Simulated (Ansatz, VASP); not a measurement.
## BeZn3Te4: VASP beside Ansatz

The input INCAR:

```
PREC     = Accurate       # precision mode
ENCUT    = 600            # plane-wave cutoff, eV
EDIFF    = 1E-6           # SCF threshold, eV
ISMEAR   = 0              # smearing method
SIGMA    = 0.2            # smearing width, eV
LREAL    = F              # projectors in reciprocal space
LASPH    = T              # aspherical terms in the spheres
NELM     = 80             # most SCF steps
ALGO     = Normal         # electronic algorithm
ISIF     = 3              # what is computed and relaxed
LWAVE    = F              # write WAVECAR
LCHARG   = F              # write CHGCAR
GGA      = PE             # functional
IBRION   = 2              # ionic algorithm
NSW      = 36             # ionic steps
EDIFFG   = -0.08          # ionic threshold
```

File KPOINTS:

```
regular mesh
0
Gamma
  4 4 4
```

File POSCAR:

```
BeZn3Te4
1.0
   -2.9750000000      2.9750000000      5.9500000000
    2.9750000000     -2.9750000000      5.9500000000
    2.9750000000      2.9750000000     -5.9500000000
Be Zn Te
1 3 4
Direct
    0.0000000000      0.0000000000      0.0000000000
    0.2500000000      0.7500000000      0.5000000000
    0.7500000000      0.2500000000      0.5000000000
    0.5000000000      0.5000000000      0.0000000000
    0.6150000000      0.6150000000      0.4900000000
    0.1250000000      0.1250000000      0.5100000000
    0.8750000000      0.3850000000      0.0000000000
    0.3850000000      0.8750000000      0.0000000000
```

Input for Ansatz:

```yaml
crystal:
  lattice:
    - [-2.975, 2.975, 5.95]
    - [2.975, -2.975, 5.95]
    - [2.975, 2.975, -5.95]
  atoms:
    - { symbol: Be, position: [0.0, 0.0, 0.0] }
    - { symbol: Zn, position: [0.25, 0.75, 0.5] }
    - { symbol: Zn, position: [0.75, 0.25, 0.5] }
    - { symbol: Zn, position: [0.5, 0.5, 0.0] }
    - { symbol: Te, position: [0.615, 0.615, 0.49] }
    - { symbol: Te, position: [0.125, 0.125, 0.51] }
    - { symbol: Te, position: [0.875, 0.385, 0.0] }
    - { symbol: Te, position: [0.385, 0.875, 0.0] }
basis:
  ecutwfc: 420
kpoints:
  mp_grid: { grid: [4, 4, 4] }
hamiltonian:
  xc: pbe
scf:
  occupations: { method: gaussian, width: 0.2 }
  lower_state_search: "off"
output:
  forces: true
  stress: true
  eigenvalues: true
relax:
  adjacent_minimum: "off"
  f_tol: 0.08
  max_steps: 16
  cell: { stress_tol: 0.8 }
```

Alike in both runs: task relaxation of cell and atoms; functional PBE; k mesh 4 × 4 × 4; occupations gaussian, width 0.2 eV; no spin polarisation.

|  | VASP | Ansatz |
| --- | --- | --- |
| version | VASP 6.6.1 | Ansatz 0.2.0 |
| potentials or method | VASP PAW PBE potentials, release 64 (Be, Zn, Te), cutoff 600 eV | scalar-relativistic, plane waves, PAW |
| valence electrons in the cell | 62 | 102 |

|  | VASP | Ansatz | Ansatz less VASP |
| --- | --- | --- | --- |
| gap on the k mesh at the Fermi level, each at its own relaxed structure (eV) | 1.59 | 1.62 | +0.035 |
| relaxed volume (Å³/atom) | 27.74 | 27.54 | -0.202 |
| relaxed cell length with the largest relative difference (Å) | 7.409 | 7.399 | -0.0098 |

VASP's potentials hold 62 valence electrons a cell and Ansatz's 102, so a difference there can come from the potentials and not from the codes.

Spin-orbit coupling is off throughout.
